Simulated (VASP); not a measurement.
Runs of VASP 6.6.1 on P. The structure is that of space group Pm-3m (No. 221), or close to it. The cells are those of the table. 

| task | cell | k mesh | cutoff (eV) | gap on the mesh (eV) | pressure (GPa) |
| --- | --- | --- | --- | --- | --- |
| relaxation of cell and atoms | relaxed from a = 4.273, b = 4.273, c = 4.378 Å, 1 atom | 10 × 10 × 10 | 600 | none | 0.0 |
| single point | a = 2.437 Å, 1 atom | 18 × 18 × 18 | 520 | none | (a) |
| single point | a = 4.273, b = 4.273, c = 4.378 Å, 1 atom | 4 × 4 × 4 | 520 | none | -3.6 |
| relaxation of cell and atoms | relaxed from a = 2.434 Å, 1 atom | 18 × 18 × 18 | 600 | none | 0.0 |

Alike in all rows: level r2SCAN; potentials or basis VASP PAW PBE potentials, release 64 (P); no spin polarisation; smearing gaussian 0.1 eV.

Q: Estimate the missing entries.

A: (a) -0.4.

Caveats: some runs use coarse meshes; the PAW data sets were made with another functional, which shifts forces and pressure a little; the relaxation stopped at its first step, so nothing moved (some runs).

A gap of «none» marks levels without a gap at the run's occupations.
